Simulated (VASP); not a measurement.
A run of VASP 6.6.1 is set up as follows.

INCAR

```
PREC = Accurate
ENCUT = 600
EDIFF = 1E-6
ISMEAR = 0
SIGMA = 0.1
LREAL = False
LASPH = True
NELM = 60
ALGO = Normal
ISIF = 3
LWAVE = False
LCHARG = False
GGA = PE
IBRION = 2
NSW = 100
EDIFFG = -0.01
```

Contents of KPOINTS:

```
regular mesh
0
Gamma
  8 8 8
```

The input POSCAR:

```
AlAs3
1.0
    5.4308177600      0.0000000000      0.0000000000
    0.0000000000      5.4308177600      0.0000000000
    0.0000000000      0.0000000000      5.4308177600
Al As
2 6
Direct
    0.5000000000      0.5000000000      0.5000000000
    0.0000000000      0.0000000000      0.0000000000
    0.5000000000      0.2500000000      0.0000000000
    0.5000000000      0.7500000000      0.0000000000
    0.2500000000      0.0000000000      0.5000000000
    0.7500000000      0.0000000000      0.5000000000
    0.0000000000      0.5000000000      0.2500000000
    0.0000000000      0.5000000000      0.7500000000
```

Potentials or basis: VASP PAW PBE potentials, release 64 (Al, As).

The run is started by

```console
$ cat potpaw_PBE.64/Al/POTCAR potpaw_PBE.64/As/POTCAR > POTCAR
$ mpirun -np 1 vasp_std > vasp.out
```

**Question.** Predict the relaxed volume.

**Answer.** 18.87 Å³/atom.

**Question.** Estimate the space group after relaxing (to 0.1 Å).

**Answer.** Pm-3n (No. 223).

**Question.** Predict the relaxed cell.

**Answer.** a = 5.325 Å, b = 5.325 Å, c = 5.325 Å, α = 90.00°, β = 90.00°, γ = 90.00°.

The path:
```csv
step,energy change (eV),largest force (eV/Å),pressure (GPa),volume (Å³)
1,0.0000,0.0000,-3.96,160.18
2,-0.1138,0.0000,1.04,148.99
3,-0.1200,0.0000,0.01,150.95
```
